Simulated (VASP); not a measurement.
# MoS2: single point with LDA

The system is MoS2.

```
CELL_PARAMETERS angstrom
1.58150 0.91308 6.24580
-1.58150 0.91308 6.24580
0.00000 -1.82616 6.24580
ATOMIC_POSITIONS crystal
Mo 0.00000 0.00000 0.00000
S 0.74840 0.74840 0.74840
S 0.58490 0.58490 0.58490
```

This cell differs from its parent crystal: zz strain of +2 %.

```json
{
  "Program": "VASP 6.6.1",
  "Task": "single point",
  "Functional": "LDA",
  "Potentials or basis": "VASP PAW LDA potentials, release 64 (Mo_sv, S)",
  "Cutoff": "520 eV",
  "k mesh": "15 × 15 × 15",
  "Occupations": "fermi-dirac, width 0.05 eV",
  "Spin": "no spin polarisation",
  "Dipole correction": "no",
  "Further INCAR settings": "ALGO = Normal; EDIFF = 1e-06; NBANDS = 20"
}
```

* Pressure: -1.8 GPa
* Largest force: 0.221 eV/Å
* Band gap on the k mesh: 0.90 eV (least direct gap 1.69 eV)

Forces in eV/Å, atoms in the order of the input:
```
Mo   0.000  0.000 -0.002
S    0.000  0.000  0.221
S    0.000  0.000 -0.219
```

Stress tensor (GPa, compression positive):
```
-2.94  0.00  0.00
 0.00 -2.94  0.00
 0.00  0.00  0.52
```

Levels at points of the mesh, in eV from the valence-band top:
| k point | band 10 | band 11 | band 12 | band 13 | band 14 | band 15 | band 16 | band 17 |
| --- | --- | --- | --- | --- | --- | --- | --- | --- |
| (0.00, 0.00, 0.00) | -2.35 | -2.35 | -1.32 | -1.14 | 2.05 | 2.05 | 2.49 | 2.49 |

It took 24 min on 1 thread of Oxide Virtual Turin-like Processor, with other jobs on the host, peak memory 0.47 GiB.

Caveat: the cell differs from its parent crystal (zz strain of +2 %). A k mesh can miss the band edges.
